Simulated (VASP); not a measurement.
Write the native input for VASP 6.6.1 that does the following.

```yaml
Task: relaxation of cell and atoms
Functional: RPBE
Potentials_or_basis: VASP PAW PBE potentials, release 64 (K_sv, Br)
Cutoff: 500 eV
k_mesh: 6 × 6 × 6
Occupations: gaussian, width 0.01 eV
Spin: no spin polarisation
Dipole_correction: no
Further_INCAR_settings: ALGO = Normal; EDIFF = 1e-07; IBRION = 2; EDIFFG = -0.005; NSW = 80; ISIF = 3
```

The structure of KBr lies in POSCAR:

```
KBr
1.0
    0.0000000000      3.3000000000      3.3000000000
    3.3000000000      0.0000000000      3.3000000000
    3.3000000000      3.3000000000      0.0000000000
K Br
1 1
Direct
    0.0000000000      0.0000000000      0.0000000000
    0.5000000000      0.5000000000      0.5000000000
```

These files were run (other wordings do the same):

INCAR

```
  PREC = Accurate
  ENCUT = 500
  EDIFF = 1E-7
  ISMEAR = 0
  SIGMA = 0.01
  LREAL = False
  LASPH = True
  NELM = 120
  ALGO = Normal
  ISIF = 3
  LWAVE = False
  LCHARG = False
  GGA = RP
  IBRION = 2
  NSW = 80
  EDIFFG = -0.005
  GGA_COMPAT = False
  NELMIN = 4
```

KPOINTS

```
regular mesh
0
Gamma
  6 6 6
```

Potentials or basis: VASP PAW PBE potentials, release 64 (K_sv, Br).

Command:

```console
$ cat potpaw_PBE.64/K_sv/POTCAR potpaw_PBE.64/Br/POTCAR > POTCAR
$ mpirun -np 1 vasp_std > vasp.out
```

It gave:

The relaxed volume is 41.53 Å³/atom. The relaxed cell is a = 4.897 Å, b = 4.897 Å, c = 4.897 Å, α = 60.00°, β = 60.00°, γ = 60.00° and the space group after relaxing (to 0.1 Å) is Fm-3m (No. 225). The energy gained by relaxing is 32.7 meV/atom. The ionic steps are 5 and the pressure after relaxing is 0.0 GPa. The band gap on the k mesh is 4.39 eV.

Caveat: the volume moved by over 15 % at a fixed basis, so the end points are rough; the PAW data sets were made with another functional, which shifts forces and pressure a little.

Run time: 89 s on 1 thread of Intel(R) Xeon(R) Platinum 8259CL CPU @ 2.50GHz (Skylake/Cascade Lake) (shared host), peak memory 0.21 GiB.
